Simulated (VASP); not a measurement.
Write the native input for VASP 6.6.1 that does the following.

```yaml
Task: single point
Functional: PBE
Potentials_or_basis: VASP PAW PBE potentials, release 64 (Sn_d, Ge_d)
Cutoff: 520 eV
k_mesh: 12 × 12 × 4
Occupations: gaussian, width 0.1 eV
Spin: no spin polarisation
Dipole_correction: no
Further_INCAR_settings: ALGO = Normal; EDIFF = 1e-06; NBANDS = 51
```

The structure of SnGe5 lies in POSCAR:

```
SnGe5
1.0
    3.8982250026      0.0000000032      0.0000000000
   -1.9491125041      3.3759618803      0.0000000000
    0.0000000000      0.0000000000     10.1917174240
Sn Ge
1 5
Direct
    0.0000000000      0.0000000000     -0.0040382552
    0.3333333333      0.6666666667      0.2015705397
    0.6666666667      0.3333333333      0.3361876780
    0.3333333333      0.6666666667      0.4930003869
    0.0000000000      0.0000000000      0.6696639639
    0.3333333333      0.6666666667      0.8036156867
```

The cell was built from a structure type or drawn by symmetry, and may not be a known phase.

One way to write it, as run:

INCAR

```
PREC     = Accurate       # precision mode
ENCUT    = 520            # plane-wave cutoff, eV
EDIFF    = 1E-6           # SCF threshold, eV
ISMEAR   = 0              # smearing method
SIGMA    = 0.1            # smearing width, eV
LREAL    = F              # projectors in reciprocal space
LASPH    = T              # aspherical terms in the spheres
NELM     = 100            # most SCF steps
ALGO     = Normal         # electronic algorithm
ISIF     = 2              # what is computed and relaxed
LWAVE    = F              # write WAVECAR
LCHARG   = F              # write CHGCAR
GGA      = PE             # functional
NBANDS   = 51             # bands
```

KPOINTS

```
regular mesh
0
Gamma
  12 12 4
```

Potentials or basis: VASP PAW PBE potentials, release 64 (Sn_d, Ge_d).

Run with:

```sh
$ cat potpaw_PBE.64/Sn_d/POTCAR potpaw_PBE.64/Ge_d/POTCAR > POTCAR
$ mpirun -np 1 vasp_std > vasp.out
```

It gave:

| Item | Value |
| --- | --- |
| Pressure | -0.1 GPa |
| Largest force | 0.006 eV/Å |
| Band gap on the k mesh | zero (bands 42 and 43 overlap by 2.35 eV) |

Caveat: spin-orbit coupling is left out, which moves the levels of the heavy elements.

Wall time 15 min on 1 thread of Intel Xeon 8259CL (shared host), peak memory 0.5 GiB.
